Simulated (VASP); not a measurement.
# Ba (P6/mmm) in VASP: further runs

Runs on Ba. Level: PBEsol. Tasks: relaxation of cell and atoms.

Everything below comes from runs of VASP 6.6.1. Logs are shortened: lines on timing, memory, paths and dates and some standing lists are left out, and cuts for length are marked.

### 1 The cell of the first run

It takes space group P6/mmm (No. 191, hexagonal). The conventional cell has a = 4.312 Å, b = 4.312 Å, c = 3.913 Å, α = 90.00°, β = 90.00°, γ = 120.00°. Within 5.1 Å of Ba (site symmetry 6/mmm) lie 8 Ba at 3.91 to 4.31 Å.

This isn't the form of Ba at room conditions, which is bcc.

### 2 Relaxation of cell and atoms, PBEsol, target pressure 20 GPa, at which the enthalpy is minimised

The input, INCAR:

```
PREC = Accurate
ENCUT = 600
EDIFF = 1E-7
ISMEAR = -1
SIGMA = 0.05
LREAL = False
LASPH = True
NELM = 60
ALGO = Normal
ISIF = 3
LWAVE = False
LCHARG = False
GGA = PS
IBRION = 2
NSW = 60
EDIFFG = -0.01
PSTRESS = 200.0
```

The input, KPOINTS:

```
Automatic mesh
0
Gamma
  7 7 7
```

The input, POSCAR:

```
Ba
1.0
    4.3116136979      0.0000000000      0.0000000000
   -2.1558068490      3.7339669937      0.0000000000
    0.0000000000      0.0000000000      3.9134133000
Ba
1
Direct
    0.0000000000      0.0000000000      0.0000000000
```

Potentials or basis: VASP PAW PBE potentials, release 64 (Ba_sv).

On the command line:

```sh
$ cat potpaw_PBE.64/Ba_sv/POTCAR > POTCAR
$ mpirun -np 1 vasp_std > vasp.out
```

OUTCAR:

```text
PREC = Accurate
   ENCUT = 600
   EDIFF = 1E-7
   ISMEAR = -1
   LREAL = False
   LASPH = True
   NELM = 60
   ISIF = 3
   GGA = PS
   IBRION = 2
   NSW = 60
   EDIFFG = -0.01
   PSTRESS = 200.0

 ion  position               nearest neighbor table
   1  0.000  0.000  0.000-

  LATTYP: Found a hexagonal cell.
 ALAT       =     4.3116136979
 C/A-ratio  =     0.9076446950

  Lattice vectors:

 A1 = (   4.3116136979,   0.0000000000,   0.0000000000)
 A2 = (  -2.1558068490,   3.7339669937,   0.0000000000)
 A3 = (   0.0000000000,   0.0000000000,   3.9134133000)

Analysis of symmetry for initial positions (statically):
=====================================================================
 Subroutine PRICEL returns:
 Original cell was already a primitive cell.

 Routine SETGRP: Setting up the symmetry group for a
 hexagonal supercell.

 Subroutine GETGRP returns: Found 24 space group operations
 (whereof 24 operations were pure point group operations)
 out of a pool of 24 trial point group operations.

The static configuration has the point symmetry D_6h.

Analysis of symmetry for dynamics (positions and initial velocities):
=====================================================================
 Subroutine PRICEL returns:
 Original cell was already a primitive cell.

 Routine SETGRP: Setting up the symmetry group for a
 hexagonal supercell.

 Subroutine GETGRP returns: Found 24 space group operations
 (whereof 24 operations were pure point group operations)
 out of a pool of 24 trial point group operations.

The dynamic configuration has the point symmetry D_6h.

 Subroutine INISYM returns: Found 24 space group operations
 (whereof 24 operations are pure point group operations),
 and found     1 'primitive' translations

----------------------------------------------------------------------------------------

                                     Primitive cell

  volume of cell :      63.0037

  direct lattice vectors                    reciprocal lattice vectors
     4.311613698  0.000000000  0.000000000     0.231931724  0.133905844  0.000000000
    -2.155806849  3.733966994  0.000000000     0.000000000  0.267811687  0.000000000
     0.000000000  0.000000000  3.913413300     0.000000000  0.000000000  0.255531405

  length of vectors
     4.311613698  4.311613698  3.913413300     0.267811687  0.267811687  0.255531405

  position of ions in fractional coordinates (direct lattice)
     0.000000000  0.000000000  0.000000000

  ion indices of the primitive-cell ions
   primitive index   ion index
                 1           1

----------------------------------------------------------------------------------------

 KPOINTS: Automatic mesh

Automatic generation of k-mesh.
 Grid dimensions read from file:
 generate k-points for:    7    7    7

 Generating k-lattice:

  Cartesian coordinates                     Fractional coordinates (reciprocal lattice)
     0.033133103  0.019129406  0.000000000     0.142857143  0.000000000  0.000000000
     0.000000000  0.038258812  0.000000000     0.000000000  0.142857143  0.000000000
     0.000000000  0.000000000  0.036504486     0.000000000  0.000000000  0.142857143

  Length of vectors
     0.038258812  0.038258812  0.036504486

  Shift w.r.t. Gamma in fractional coordinates (k-lattice)
     0.000000000  0.000000000  0.000000000

 Subroutine IBZKPT returns following result:
 ===========================================

 Found     32 irreducible k-points:

 Following reciprocal coordinates:
            Coordinates               Weight
  0.000000  0.000000  0.000000      1.000000
  0.142857  0.000000  0.000000      6.000000
  0.285714 -0.000000  0.000000      6.000000
  0.428571  0.000000  0.000000      6.000000
  0.142857  0.142857  0.000000      6.000000
  0.285714  0.142857  0.000000     12.000000
[... 16 lines left out ...]
  0.428571  0.142857  0.285714     12.000000
  0.285714  0.285714  0.285714     12.000000
 [... further k-points ...]
   k-points           NKPTS =     32   k-points in BZ     NKDIM =     32   number of bands    NBANDS=      9
   number of dos      NEDOS =    301   number of ions     NIONS =      1
   total plane-waves  NPLWV =  41472
   dimension x,y,z NGX =    36 NGY =   36 NGZ =   32
   dimension x,y,z NGXF=    72 NGYF=   72 NGZF=   64
   ions per type =               1
   NGX,Y,Z   is equivalent  to a cutoff of  13.88, 13.88, 13.59 a.u.
   NGXF,Y,Z  is equivalent  to a cutoff of  27.76, 27.76, 27.19 a.u.
 SYSTEM =  unknown system
   PREC   = accura    normal or accurate (medium, high low for compatibility)
   ISTART =      0    job   : 0-new  1-cont  2-samecut
   ICHARG =      2    charge: 1-file 2-atom 10-const
   ISPIN  =      1    spin polarized calculation?
   LNONCOLLINEAR =      F non collinear calculations
   LSORBIT =      F    spin-orbit coupling
   LASPH  =      T    aspherical Exc in radial PAW
   ENCUT  =  600.0 eV  44.10 Ry    6.64 a.u.   8.61  8.61  7.82*2*pi/ulx,y,z
   NELM   =     60;   NELMIN=  2; NELMDL= -5     # of ELM steps
   EDIFF  = 0.1E-06   stopping-criterion for ELM
   LREAL  =      F    real-space projection
   EDIFFG = -.1E-01   stopping-criterion for IOM
   NSW    =     60    number of steps for IOM
   IBRION =      2    ionic relax: 0-MD 1-quasi-New 2-CG
   NFREE  =      1    steps in history (QN), initial steepest desc. (CG)
   ISIF   =      3    stress and relaxation
   ISYM   =      2    0-nonsym 1-usesym 2-fastsym
   POTIM  = 0.5000    time-step for ionic-motion
   TEBEG  =    0.0;   TEEND  =   0.0 temperature during run
   PSTRESS=  200.0 pullay stress
   NELECT =      10.0000    total number of electrons
   NUPDOWN=      -1.0000    fix difference up-down
   EMIN   =  10.00;   EMAX   =-10.00  energy-range for DOS
   EFERMI =   0.00;   METHOD = LEGACY
   ISMEAR =    -1;   SIGMA  =   0.05  broadening in eV -4-tet -1-fermi 0-gaus
   EFERMI_NEDOS =   21; number of points for ismear=-14 and -15
   IALGO  =     38    algorithm
   IMIX   =      4    mixing-type and parameters
     AMIX     =   0.40;   BMIX     =  1.00
     AMIX_MAG =   1.60;   BMIX_MAG =  1.00
  volume/ion in A,a.u.               =      63.00       425.17
  Fermi-wavevector in a.u.,A,eV,Ry     =   0.886379  1.675014 10.689660  0.785668
  Thomas-Fermi vector in A             =   2.007537
   LORBIT       =      0    0 simple, 1 ext, 2 COOP (PROOUT), +10 PAW based schemes
   GGA     = PS    functional components
   LHFCALC =     F    Hartree Fock is set to
   AEXX    =    0.0000 exact exchange contribution
   IVDW    =     0    specifies the selected vdW correction
   LEPSILON=     F    determine dielectric tensor
   LRPA    =     F    only Hartree local field effects (RPA)
 conjugate gradient relaxation of ions
 non-spin polarized calculation
  energy-cutoff  :      600.00
  volume of cell :       63.00
 maximum number of plane-waves:      2122
 NGX is ok and might be reduce to    36
   NGX = 17   NGY = 17   NGZ = 15

--------------------------------------- Ionic step        1  -------------------------------------------

 number of electron      10.0000000 magnetization

 Free energy of the ion-electron system (eV)
  ---------------------------------------------------
  ext. energy  EPLUGINS =         0.00000000
  ---------------------------------------------------
  free energy    TOTEN  =        -1.96481049 eV

  energy without entropy =       -1.95477614  energy(sigma->0) =       -1.95979332

------------------------ aborting loop because EDIFF is reached ----------------------------------------

  FORCE on cell =-STRESS in cart. coord.  units (eV):
  Direction    XX          YY          ZZ          XY          YZ          ZX
  --------------------------------------------------------------------------------------
  -------------------------------------------------------------------------------------
  Total       -0.3989699     -0.3989699     -0.1189350      0.0000000      0.0000000      0.0000000
  in kB      -10.1457621    -10.1457621     -3.0245040      0.0000000      0.0000000      0.0000000
  external PRESSURE =    -207.7720094 kB  Pullay stress =     200.0000000 kB

 VOLUME and BASIS-vectors are now :
 -----------------------------------------------------------------------------
  energy-cutoff  :      600.00
  volume of cell :       63.00
      direct lattice vectors                 reciprocal lattice vectors
     4.311613698  0.000000000  0.000000000     0.231931724  0.133905844  0.000000000
    -2.155806849  3.733966994  0.000000000     0.000000000  0.267811687  0.000000000
     0.000000000  0.000000000  3.913413300     0.000000000  0.000000000  0.255531405

 POSITION                                       TOTAL-FORCE (eV/Angst)
 -----------------------------------------------------------------------------------
      0.00000      0.00000      0.00000        -0.000000      0.000000      0.000000
 -----------------------------------------------------------------------------------
    total drift:                                0.000000      0.000000      0.000000

  FREE ENERGIE OF THE ION-ELECTRON SYSTEM (eV)
  ---------------------------------------------------
  free  energy   TOTEN  =        -1.9648104914 eV

  energy  without entropy=       -1.9547761397  energy(sigma->0) =       -1.95979332
[... 1130 lines left out ...]
 VOLUME and BASIS-vectors are now :
 -----------------------------------------------------------------------------
  energy-cutoff  :      600.00
  volume of cell :       28.01
      direct lattice vectors                 reciprocal lattice vectors
     3.264995492 -0.000000000  0.000000000     0.306279137  0.176830342 -0.000000000
    -1.632497746  2.827569039 -0.000000000     0.000000000  0.353660684 -0.000000000
     0.000000000  0.000000000  3.034171120    -0.000000000 -0.000000000  0.329579302

 POSITION                                       TOTAL-FORCE (eV/Angst)
 -----------------------------------------------------------------------------------
      0.00000      0.00000      3.03417         0.000000      0.000000      0.000000
 -----------------------------------------------------------------------------------
    total drift:                                0.000000      0.000000      0.000000

  FREE ENERGIE OF THE ION-ELECTRON SYSTEM (eV)
  ---------------------------------------------------
  free  energy   TOTEN  =        -0.9785280307 eV

  energy  without entropy=       -0.9727645108  energy(sigma->0) =       -0.97564627

  enthalpy is  TOTEN    =         2.5181471198 eV   P V=        3.4966751504

--------------------------------------- Ionic step        9  -------------------------------------------

 number of electron      10.0000000 magnetization

 Free energy of the ion-electron system (eV)
  ---------------------------------------------------
  ext. energy  EPLUGINS =         0.00000000
  ---------------------------------------------------
  free energy    TOTEN  =        -0.97947338 eV

  energy without entropy =       -0.97308967  energy(sigma->0) =       -0.97628152

 E-fermi :   5.6216     XC(G=0): -10.6383

 val. band max:        5.5029504739   @ k =   0.4286   0.1429   0.2857
 cond. band min:       5.6274137544   @ k =   0.2857  -0.0000   0.2857
 fundamental gap:      0.1244632804
 Fermi energy:         5.6216135116

 k-point     1 :       0.0000    0.0000    0.0000
  band No.  band energies     occupation
      1     -23.7990      2.00000
      2      -6.4851      2.00000
      3      -6.4851      2.00000
      4      -6.2576      2.00000
      5       3.7075      2.00000
      6       4.5290      2.00000
      7       7.8200      0.00000
      8       7.8200      0.00000
      9      13.3498      0.00000

 k-point     2 :       0.1429    0.0000    0.0000
  band No.  band energies     occupation
      1     -23.6553      2.00000
      2      -7.4704      2.00000
      3      -6.6959      2.00000
      4      -6.1508      2.00000
      5       4.4970      2.00000
      6       5.0314      1.99999
      7       6.9729      0.00000
      8       8.7519      0.00000
      9      14.0415      0.00000
[... 277 lines left out ...]
 VOLUME and BASIS-vectors are now :
 -----------------------------------------------------------------------------
  energy-cutoff  :      600.00
  volume of cell :       28.01
      direct lattice vectors                 reciprocal lattice vectors
     3.272456128 -0.000000000  0.000000000     0.305580873  0.176427199 -0.000000000
    -1.636228064  2.834030139  0.000000000     0.000000000  0.352854398 -0.000000000
     0.000000000  0.000000000  3.020512510    -0.000000000 -0.000000000  0.331069644

 POSITION                                       TOTAL-FORCE (eV/Angst)
 -----------------------------------------------------------------------------------
      0.00000      0.00000      0.00000         0.000000      0.000000      0.000000
 -----------------------------------------------------------------------------------
    total drift:                               -0.000000      0.000000      0.000000

  FREE ENERGIE OF THE ION-ELECTRON SYSTEM (eV)
  ---------------------------------------------------
  free  energy   TOTEN  =        -0.9794733754 eV

  energy  without entropy=       -0.9730896740  energy(sigma->0) =       -0.97628152

  enthalpy is  TOTEN    =         2.5173874628 eV   P V=        3.4968608382

 reached required accuracy - stopping structural energy minimisation
```

It took 2.8 min on 1 thread of AMD EPYC 7R43 (Zen 3), shared host; peak memory 0.2 GiB.

What came out:

```yaml
Free_energy: -0.9795 eV
Relaxed_volume: 28.01 Å³/atom
Relaxed_cell: a = 3.272 Å, b = 3.272 Å, c = 3.021 Å, α = 90.00°, β = 90.00°, γ = 120.00°
Space_group_after_relaxing_to_0.1_Å: P6/mmm (No. 191)
Energy_change_on_relaxing_the_run_minimises_the_enthalpy: +985.3 meV/atom
Ionic_steps: 9
Pressure_after_relaxing: 20.0 GPa
Band_gap_on_the_k_mesh: zero (bands 5 and 6 overlap by 2.48 eV)
```

The path:
```tsv
step	energy change (eV)	largest force (eV/Å)	pressure (GPa)	volume (Å³)
1	0.0000	0.0000	-0.78	63.00
2	9.9383	0.0000	338.93	14.01
3	0.0311	0.0000	2.05	47.57
4	0.1874	0.0000	4.90	40.30
5	1.1080	0.0000	23.13	27.11
6	0.9236	0.0000	18.75	28.53
7	0.9859	0.0000	20.11	28.01
8	0.9863	0.0000	19.91	28.01
9	0.9853	0.0000	19.99	28.01
```

Final structure:
```yaml
crystal:
  lattice:
    - [3.27246, 0.00000, 0.00000]
    - [-1.63623, 2.83403, 0.00000]
    - [0.00000, 0.00000, 3.02051]
  atoms:
    - { symbol: Ba, position: [0.00000, 0.00000, 0.00000] }
```

Caveat: the cell is relaxed towards a set pressure, so the run minimises the enthalpy, not the energy; the volume moved by over 15 % at a fixed basis, so the end points are rough; the PAW data sets were made with another functional, which shifts forces and pressure a little; spin-orbit coupling is left out, which moves the levels of the heavy elements.

### 3 Relaxation of cell and atoms, PBEsol, target pressure 30 GPa, at which the enthalpy is minimised

The input, INCAR:

```
SYSTEM = Ba
PREC     = Accurate       ! precision mode
ENCUT    = 600            ! plane-wave cutoff, eV
EDIFF    = 1E-7           ! SCF threshold, eV
ISMEAR   = -1             ! smearing method
SIGMA    = 0.05           ! smearing width, eV
LREAL    = .False.        ! projectors in reciprocal space
LASPH    = .True.         ! aspherical terms in the spheres
NELM     = 100            ! most SCF steps
ALGO     = Normal         ! electronic algorithm
ISIF     = 3              ! what is computed and relaxed
LWAVE    = .False.        ! write WAVECAR
LCHARG   = .False.        ! write CHGCAR
GGA      = PS             ! functional
IBRION   = 2              ! ionic algorithm
NSW      = 60             ! ionic steps
EDIFFG   = -0.01          ! ionic threshold
PSTRESS  = 300.0
```

The input, KPOINTS:

```
regular mesh
0
Gamma
  7 7 7
  0 0 0
```

POSCAR is that of step 2.

Potentials or basis: VASP PAW PBE potentials, release 64 (Ba_sv).

On the command line:

```sh
$ cat potpaw_PBE.64/Ba_sv/POTCAR > POTCAR
$ mpirun -np 1 vasp_std > vasp.out
```

Run time: 3.8 min. Hardware: 1 thread of AMD EPYC 7R43 (Zen 3), shared host; peak memory 0.29 GiB.

It converged, with:

| Property | Result |
| --- | --- |
| Free energy | -0.6088 eV |
| Relaxed volume | 25.59 Å³/atom |
| Relaxed cell | a = 3.173 Å, b = 3.173 Å, c = 2.934 Å, α = 90.00°, β = 90.00°, γ = 120.00° |
| Space group after relaxing (to 0.1 Å) | P6/mmm (No. 191) |
| Energy change on relaxing (the run minimises the enthalpy) | +1356.0 meV/atom |
| Ionic steps | 11 |
| Pressure after relaxing | 30.0 GPa |
| Band gap on the k mesh | zero (bands 5 and 6 overlap by 2.94 eV) |

Step by step:
```
step  energy change (eV)  largest force (eV/Å)  pressure (GPa)  volume (Å³)
   1              0.0000                0.0000           -0.78        63.00
   2            161.2513                0.0000        11350.78         4.54
   3             -0.0143                0.0000           -0.36        59.08
   4             -0.0173                0.0000            0.11        55.71
   5              1.8027                0.0000           43.08        23.62
   6              1.0571                0.0000           21.87        27.48
   7              1.3191                0.0000           28.95        25.81
   8              1.4200                0.0000           31.83        25.27
   9              1.2538                0.0000           27.01        26.22
  10              1.3547                0.0000           29.99        25.60
  11              1.3560                0.0000           30.03        25.59
```

Final structure:
```xyz
1
Lattice="3.1735 0.0000 0.0000 -1.5867 2.7483 0.0000 0.0000 0.0000 2.9344" Properties=species:S:1:pos:R:3 pbc="T T T"
Ba    0.0000    0.0000    0.0000
```

Levels at points of the mesh, in eV from the Fermi level:
| k point | band 2 | band 3 | band 4 | band 5 | band 6 | band 7 | band 8 | band 9 |
| --- | --- | --- | --- | --- | --- | --- | --- | --- |
| (0.00, 0.00, 0.00) | -11.80 | -11.80 | -11.59 | -1.57 | -1.25 | 2.24 | 2.24 | 7.89 |

Caveat: the cell is relaxed towards a set pressure, so the run minimises the enthalpy, not the energy; the volume moved by over 15 % at a fixed basis, so the end points are rough; the PAW data sets were made with another functional, which shifts forces and pressure a little; spin-orbit coupling is left out, which moves the levels of the heavy elements.
